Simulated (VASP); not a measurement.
# MoS2: single point with PBE+D3(BJ)

Crystal: MoS2.

```xyz
6
Lattice="3.1966 0.0000 0.0000 -1.5983 2.7683 0.0000 0.0000 0.0000 12.4535" Properties=species:S:1:pos:R:3 pbc="T T T"
Mo    0.0000    1.8456    3.1134
Mo    1.5983    0.9228    9.3401
S     0.0000    1.8456    7.7273
S     1.5983    0.9228    1.5005
S     0.0000    1.8456   10.9530
S     1.5983    0.9228    4.7262
```

This cell differs from its parent crystal: strain +0.015 along x and y, +0.030 along z.

```yaml
Program: VASP 6.6.1
Task: single point
Functional: PBE
Dispersion: D3(BJ)
Potentials_or_basis: VASP PAW PBE potentials, release 64 (Mo_sv, S)
Cutoff: 520 eV
k_mesh: 12 × 12 × 4
Occupations: gaussian, width 0.05 eV
Spin: no spin polarisation
```

- Pressure: -8.4 GPa
- Largest force: 1.049 eV/Å
- Band gap on the k mesh: 0.89 eV (least direct gap 1.64 eV)
- Dispersion energy per atom: -0.412 eV

Forces in eV/Å, atoms in the order of the input:
```
Mo   0.000  0.000  0.000
Mo   0.000  0.000  0.000
S    0.000  0.000  1.049
S    0.000  0.000  1.049
S    0.000  0.000 -1.049
S    0.000  0.000 -1.049
```

Stress tensor (GPa, compression positive):
```
 -7.17   0.00   0.00
  0.00  -7.17   0.00
  0.00   0.00 -10.79
```

Levels at points of the mesh, in eV from the valence-band top:
| k point | band 23 | band 24 | band 25 | band 26 | band 27 | band 28 | band 29 | band 30 |
| --- | --- | --- | --- | --- | --- | --- | --- | --- |
| (0.00, 0.00, 0.00) | -1.80 | -1.09 | -1.07 | 0.00 | 2.14 | 2.14 | 2.18 | 2.18 |
| (0.50, 0.00, 0.00) | -1.50 | -1.28 | -1.23 | -1.12 | 1.70 | 1.74 | 2.02 | 2.30 |
| (0.00, 0.00, 0.50) | -1.83 | -1.83 | -0.24 | -0.24 | 2.14 | 2.14 | 2.14 | 2.14 |
| (0.50, 0.00, 0.50) | -1.39 | -1.39 | -1.17 | -1.17 | 1.71 | 1.71 | 2.17 | 2.17 |

Run time: 83 s on 1 thread of Intel(R) Xeon(R) 6975P-C (Granite Rapids), on a shared host, peak memory 0.33 GiB.

Caveat: the cell differs from its parent crystal (strain +0.015 along x and y, +0.030 along z); the cell stands under tension; forces of over 1 eV/Å act on the atoms, so gaps and moduli don't describe the material at rest. A k mesh can miss the band edges.
